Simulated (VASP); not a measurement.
# HfO2 (Fm-3m) in VASP: further runs, part 2 of 2

VASP 6.6.1. The steps go on from the part before.

### Step 4. Relaxation of cell and atoms, LDA

Contents of INCAR:

```
SYSTEM = HfO2
  ALGO = Normal
  EDIFF = 1E-6
  EDIFFG = -0.001
  ENCUT = 600
  GGA = CA
  IBRION = 2
  ISIF = 3
  ISMEAR = 0
  LASPH = .True.
  LCHARG = .False.
  LREAL = .False.
  LWAVE = .False.
  NELM = 80
  NSW = 80
  PREC = Accurate
  SIGMA = 0.01
```

Contents of KPOINTS:

```
k-points
0
Gamma
  8 8 8
  0 0 0
```

Contents of POSCAR:

```
HfO2
1.0
    0.0000000000      2.5005395298      2.5005395298
    2.5005395298      0.0000000000      2.5005395298
    2.5005395298      2.5005395298      0.0000000000
Hf O
1 2
Direct
    0.0000000000      0.0000000000      0.0000000000
    0.2500000000      0.2500000000      0.2500000000
    0.7500000000      0.7500000000      0.7500000000
```

Potentials or basis: VASP PAW LDA potentials, release 64 (Hf_pv, O).

Run with:

```sh
$ cat potpaw_LDA.64/Hf_pv/POTCAR potpaw_LDA.64/O/POTCAR > POTCAR
$ mpirun -np 1 vasp_std > vasp.out
```

OUTCAR:

```text
SYSTEM = HfO2
   EDIFF = 1E-6
   EDIFFG = -0.001
   ENCUT = 600
   GGA = CA
   IBRION = 2
   ISIF = 3
   ISMEAR = 0
   LASPH = .True.
   LREAL = .False.
   NELM = 80
   NSW = 80
   PREC = Accurate

 ion  position               nearest neighbor table
   1  0.000  0.000  0.000-   3 2.17   3 2.17   3 2.17   2 2.17   3 2.17   2 2.17   2 2.17   2 2.17

   2  0.250  0.250  0.250-   1 2.17   1 2.17   1 2.17   1 2.17
   3  0.750  0.750  0.750-   1 2.17   1 2.17   1 2.17   1 2.17

  LATTYP: Found a face centered cubic cell.
 ALAT       =     5.0010790596

  Lattice vectors:

 A1 = (   0.0000000000,   2.5005395298,   2.5005395298)
 A2 = (   2.5005395298,   0.0000000000,   2.5005395298)
 A3 = (   2.5005395298,   2.5005395298,   0.0000000000)

Analysis of symmetry for initial positions (statically):
=====================================================================
 Subroutine PRICEL returns:
 Original cell was already a primitive cell.

 Routine SETGRP: Setting up the symmetry group for a
 face centered cubic supercell.

 Subroutine GETGRP returns: Found 48 space group operations
 (whereof 48 operations were pure point group operations)
 out of a pool of 48 trial point group operations.

The static configuration has the point symmetry O_h .

Analysis of symmetry for dynamics (positions and initial velocities):
=====================================================================
 Subroutine PRICEL returns:
 Original cell was already a primitive cell.

 Routine SETGRP: Setting up the symmetry group for a
 face centered cubic supercell.

 Subroutine GETGRP returns: Found 48 space group operations
 (whereof 48 operations were pure point group operations)
 out of a pool of 48 trial point group operations.

The dynamic configuration has the point symmetry O_h .

 Subroutine INISYM returns: Found 48 space group operations
 (whereof 48 operations are pure point group operations),
 and found     1 'primitive' translations

----------------------------------------------------------------------------------------

                                     Primitive cell

  volume of cell :      31.2702

  direct lattice vectors                    reciprocal lattice vectors
     0.000000000  2.500539530  2.500539530    -0.199956847  0.199956847  0.199956847
     2.500539530  0.000000000  2.500539530     0.199956847 -0.199956847  0.199956847
     2.500539530  2.500539530  0.000000000     0.199956847  0.199956847 -0.199956847

  length of vectors
     3.536296916  3.536296916  3.536296916     0.346335418  0.346335418  0.346335418

  position of ions in fractional coordinates (direct lattice)
     0.000000000  0.000000000  0.000000000
     0.250000000  0.250000000  0.250000000
     0.750000000  0.750000000  0.750000000

  ion indices of the primitive-cell ions
   primitive index   ion index
                 1           1
                 2           2
                 3           3

----------------------------------------------------------------------------------------

 KPOINTS: k-points

Automatic generation of k-mesh.
 Grid dimensions read from file:
 generate k-points for:    8    8    8

 Generating k-lattice:

  Cartesian coordinates                     Fractional coordinates (reciprocal lattice)
    -0.024994606  0.024994606  0.024994606     0.125000000  0.000000000  0.000000000
[... 51 lines left out ...]
   ISTART =      0    job   : 0-new  1-cont  2-samecut
   ICHARG =      2    charge: 1-file 2-atom 10-const
   ISPIN  =      1    spin polarized calculation?
   LNONCOLLINEAR =      F non collinear calculations
   LSORBIT =      F    spin-orbit coupling
   LASPH  =      T    aspherical Exc in radial PAW
   ENCUT  =  600.0 eV  44.10 Ry    6.64 a.u.   7.06  7.06  7.06*2*pi/ulx,y,z
   NELM   =     80;   NELMIN=  2; NELMDL= -5     # of ELM steps
   EDIFF  = 0.1E-05   stopping-criterion for ELM
   LREAL  =      F    real-space projection
   EDIFFG = -.1E-02   stopping-criterion for IOM
   NSW    =     80    number of steps for IOM
   IBRION =      2    ionic relax: 0-MD 1-quasi-New 2-CG
   NFREE  =      1    steps in history (QN), initial steepest desc. (CG)
   ISIF   =      3    stress and relaxation
   ISYM   =      2    0-nonsym 1-usesym 2-fastsym
   POTIM  = 0.5000    time-step for ionic-motion
   TEBEG  =    0.0;   TEEND  =   0.0 temperature during run
   PSTRESS=    0.0 pullay stress
   NELECT =      22.0000    total number of electrons
   NUPDOWN=      -1.0000    fix difference up-down
   EMIN   =  10.00;   EMAX   =-10.00  energy-range for DOS
   EFERMI =   0.00;   METHOD = LEGACY
   ISMEAR =     0;   SIGMA  =   0.01  broadening in eV -4-tet -1-fermi 0-gaus
   EFERMI_NEDOS =   21; number of points for ismear=-14 and -15
   IALGO  =     38    algorithm
   IMIX   =      4    mixing-type and parameters
     AMIX     =   0.40;   BMIX     =  1.00
     AMIX_MAG =   1.60;   BMIX_MAG =  1.00
  volume/ion in A,a.u.               =      10.42        70.34
  Fermi-wavevector in a.u.,A,eV,Ry     =   1.456036  2.751508 28.844892  2.120040
  Thomas-Fermi vector in A             =   2.573001
   LORBIT       =      0    0 simple, 1 ext, 2 COOP (PROOUT), +10 PAW based schemes
   GGA     = CA    functional components
   LHFCALC =     F    Hartree Fock is set to
   AEXX    =    0.0000 exact exchange contribution
   IVDW    =     0    specifies the selected vdW correction
   LEPSILON=     F    determine dielectric tensor
   LRPA    =     F    only Hartree local field effects (RPA)
 conjugate gradient relaxation of ions
 non-spin polarized calculation
 Gauss-broadening in eV      SIGMA  =   0.01
  energy-cutoff  :      600.00
  volume of cell :       31.27
 maximum number of plane-waves:      1056
   NGX = 15   NGY = 15   NGZ = 15

--------------------------------------- Ionic step        1  -------------------------------------------

 number of electron      22.0000000 magnetization

 Free energy of the ion-electron system (eV)
  ---------------------------------------------------
  ext. energy  EPLUGINS =         0.00000000
  ---------------------------------------------------
  free energy    TOTEN  =       -33.07406571 eV

  energy without entropy =      -33.07406571  energy(sigma->0) =      -33.07406571

------------------------ aborting loop because EDIFF is reached ----------------------------------------

  FORCE on cell =-STRESS in cart. coord.  units (eV):
  Direction    XX          YY          ZZ          XY          YZ          ZX
  --------------------------------------------------------------------------------------
  -------------------------------------------------------------------------------------
  Total       -0.6854802     -0.6854802     -0.6854802      0.0000000      0.0000000      0.0000000
  in kB      -35.1216047    -35.1216047    -35.1216047      0.0000000      0.0000000      0.0000000
  external PRESSURE =     -35.1216047 kB  Pullay stress =       0.0000000 kB
[... 61 lines left out ...]
--------------------------------------- Ionic step        3  -------------------------------------------

 number of electron      22.0000004 magnetization

 Free energy of the ion-electron system (eV)
  ---------------------------------------------------
  ext. energy  EPLUGINS =         0.00000000
  ---------------------------------------------------
  free energy    TOTEN  =       -33.07838702 eV

  energy without entropy =      -33.07838702  energy(sigma->0) =      -33.07838702

 E-fermi :   4.6174     XC(G=0): -12.5943

 val. band max:        4.5308648068   @ k =   0.5000   0.5000   0.0000
 cond. band min:       8.2673554567   @ k =   0.5000   0.5000   0.0000
 fundamental gap:      3.7364906499
 Fermi energy:         4.6174408104

 k-point     1 :       0.0000    0.0000    0.0000
  band No.  band energies     occupation
      1     -24.7260      2.00000
      2     -24.7260      2.00000
      3     -24.7260      2.00000
      4     -14.2864      2.00000
      5     -10.8455      2.00000
      6      -1.2164      2.00000
      7      -1.2164      2.00000
      8      -1.2164      2.00000
      9       3.8924      2.00000
     10       3.8924      2.00000
     11       3.8924      2.00000
     12       8.3360      0.00000
     13       8.3360      0.00000
     14      10.6529      0.00000
[... 401 lines left out ...]
      2     -24.9572      2.00000
      3     -24.8285      2.00000
      4     -12.4844      2.00000
      5     -11.7876      2.00000
      6      -0.6403      2.00000
      7      -0.1962      2.00000
      8       0.7608      2.00000
      9       2.2062      2.00000
     10       3.0911      2.00000
     11       3.2357      2.00000
     12       9.1448      0.00000
     13       9.6013      0.00000
     14      11.9760      0.00000
     15      13.0258      0.00000

 [... further k-points ...]
[... 5 lines left out ...]
  --------------------------------------------------------------------------------------
  -------------------------------------------------------------------------------------
  Total       -0.0014633     -0.0014633     -0.0014633      0.0000000      0.0000000     -0.0000000
  in kB       -0.0759160     -0.0759160     -0.0759160      0.0000000      0.0000000     -0.0000000
  external PRESSURE =      -0.0759160 kB  Pullay stress =       0.0000000 kB
[... 18 lines left out ...]
  FREE ENERGIE OF THE ION-ELECTRON SYSTEM (eV)
  ---------------------------------------------------
  free  energy   TOTEN  =       -33.0783870218 eV

  energy  without entropy=      -33.0783870218  energy(sigma->0) =      -33.07838702

 reached required accuracy - stopping structural energy minimisation
```

CONTCAR:

```text
HfO2
   1.00000000000000
    -0.0000000000000000    2.4901665342792771    2.4901665342792771
     2.4901665342792771   -0.0000000000000000    2.4901665342792771
     2.4901665342792771    2.4901665342792771    0.0000000000000000
  Hf              O
     1     2
Direct
     0.0000000000000000    0.0000000000000000    0.0000000000000000
     0.2500000000000000    0.2500000000000000    0.2500000000000000
     0.7500000000000000    0.7500000000000000    0.7500000000000000

  0.00000000E+00  0.00000000E+00  0.00000000E+00
  0.00000000E+00  0.00000000E+00  0.00000000E+00
  0.00000000E+00  0.00000000E+00  0.00000000E+00
```

Run time: 32 s. Hardware: 1 thread of AMD EPYC 7R43 (Zen 3), shared host; peak memory 0.12 GiB.

Results:

```
Free energy                            : -33.0784 eV
Relaxed volume                         : 10.29 Å³/atom
Relaxed cell                           : a = 3.522 Å, b = 3.522 Å, c = 3.522 Å, α = 60.00°, β = 60.00°, γ = 60.00°
Space group after relaxing (to 0.05 Å) : Fm-3m (No. 225)
Energy gained by relaxing              : 1.4 meV/atom
Ionic steps                            : 3
Pressure after relaxing                : 0.0 GPa
Band gap on the k mesh                 : 3.74 eV, direct
```

Step by step:
```
step  energy change (eV)  largest force (eV/Å)  pressure (GPa)  volume (Å³)
   1              0.0000                0.0000           -3.51        31.27
   2              0.0079                0.0000            6.29        30.25
   3             -0.0043                0.0000           -0.01        30.88
```

Final structure:
```
Hf O
1.0
     0.00000    2.49017    2.49017
     2.49017    0.00000    2.49017
     2.49017    2.49017    0.00000
Hf O
1 2
Direct
  0.00000 0.00000 0.00000
  0.25000 0.25000 0.25000
  0.75000 0.75000 0.75000
```

Caveat: spin-orbit coupling is left out, which moves the levels of the heavy elements.

### Step 5. Relaxation of cell and atoms, LDA, target pressure 20 GPa, at which the enthalpy is minimised

Contents of INCAR:

```
PREC     = Accurate       # precision mode
ENCUT    = 600            # plane-wave cutoff, eV
EDIFF    = 1E-7           # SCF threshold, eV
ISMEAR   = 0              # smearing method
SIGMA    = 0.01           # smearing width, eV
LREAL    = F              # projectors in reciprocal space
LASPH    = T              # aspherical terms in the spheres
NELM     = 60             # most SCF steps
ALGO     = Normal         # electronic algorithm
ISIF     = 3              # what is computed and relaxed
LWAVE    = F              # write WAVECAR
LCHARG   = F              # write CHGCAR
IBRION   = 2              # ionic algorithm
NSW      = 80             # ionic steps
EDIFFG   = -0.001         # ionic threshold
PSTRESS  = 200.0
```

Contents of KPOINTS:

```
regular mesh
0
Gamma
  8 8 8
```

Contents of POSCAR:

```
HfO2
1.0
    0.0000000000      2.5004918493      2.5004918493
    2.5004918493      0.0000000000      2.5004918493
    2.5004918493      2.5004918493      0.0000000000
Hf O
1 2
Direct
    0.0000000000      0.0000000000      0.0000000000
    0.2500000000      0.2500000000      0.2500000000
    0.7500000000      0.7500000000      0.7500000000
```

Run with:

```sh
$ cat potpaw_LDA.64/Hf_pv/POTCAR potpaw_LDA.64/O/POTCAR > POTCAR
$ mpirun -np 1 vasp_std > vasp.out
```

Wall time 76 s (1 thread of AMD EPYC 7R43 (Zen 3), shared host); peak memory 0.13 GiB.

It converged, with:

| Property | Result |
| --- | --- |
| Free energy | -32.9708 eV |
| Relaxed volume | 9.69 Å³/atom |
| Relaxed cell | a = 3.451 Å, b = 3.451 Å, c = 3.451 Å, α = 60.00°, β = 60.00°, γ = 60.00° |
| Space group after relaxing (to 0.05 Å) | Fm-3m (No. 225) |
| Energy change on relaxing (the enthalpy is what falls) | +34.4 meV/atom |
| Ionic steps | 7 |
| Pressure after relaxing | 20.0 GPa |
| Band gap on the k mesh | 3.90 eV, direct |

Step by step:
```
step  energy change (eV)  largest force (eV/Å)  pressure (GPa)  volume (Å³)
   1              0.0000                0.0000           -3.51        31.27
   2              1.5527                0.0000          100.03        24.85
   3              0.0893                0.0000           18.51        29.18
   4              0.1010                0.0000           19.76        29.08
   5              0.1063                0.0000           20.30        29.04
   6              0.0980                0.0000           19.45        29.11
   7              0.1033                0.0000           20.00        29.06
```

Final structure:
```xyz
3
Lattice="0.0000 2.4402 2.4402 2.4402 0.0000 2.4402 2.4402 2.4402 0.0000" Properties=species:S:1:pos:R:3 pbc="T T T"
Hf    0.0000    0.0000    0.0000
O     1.2201    1.2201    1.2201
O     3.6604    3.6604    3.6604
```

Levels at points of the mesh, in eV from the valence-band top:
```csv
k point,band 8,band 9,band 10,band 11,band 12,band 13,band 14,band 15
"(0.00, 0.00, 0.00)",-6.16,-0.67,-0.67,-0.67,3.93,3.93,6.61,11.88
"(0.50, 0.00, 0.00)",-3.23,-3.01,-1.96,-1.96,4.83,4.83,8.08,9.16
"(0.50, 0.50, 0.00)",-3.72,-1.76,-1.76,0.00,3.90,5.94,7.71,9.13
```

Caveat: the cell is relaxed towards a set pressure, so the enthalpy falls and the energy may rise; spin-orbit coupling is left out, which moves the levels of the heavy elements. Zero-point motion and thermal expansion aren't in these numbers.

### Step 6. The runs side by side

| task | cell | cutoff (eV) | smearing | gap on the mesh (eV) | pressure (GPa) | relaxed volume (Å³/atom) |
| --- | --- | --- | --- | --- | --- | --- |
| single point | a = 3.536 Å, angles 60.0°, 3 atoms | 520 | gaussian 0.01 eV | 3.70 | -3.2 | - |
| relaxation of cell and atoms | relaxed from a = 3.536 Å, angles 60.0°, 3 atoms | 600 | gaussian 0.02 eV | 3.74 | 0.0 | 10.29 |
| relaxation of cell and atoms | relaxed from a = 3.536 Å, angles 60.0°, 3 atoms | 600 | gaussian 0.01 eV | 3.74 | 0.0 | 10.29 |
| relaxation of cell and atoms | relaxed to 20 GPa from a = 3.536 Å, angles 60.0°, 3 atoms | 600 | gaussian 0.01 eV | 3.90 | 20.0 | - |

Alike in all rows: level LDA; potentials or basis VASP PAW LDA potentials, release 64 (Hf_pv, O); no spin polarisation; k mesh 8 × 8 × 8.

Caveats: spin-orbit coupling is left out, which moves the levels of the heavy elements; the cell is relaxed towards a set pressure, so the enthalpy falls and the energy may rise (some runs).

Total energies depend on the potentials used, so only differences within one code and one set of settings carry meaning.
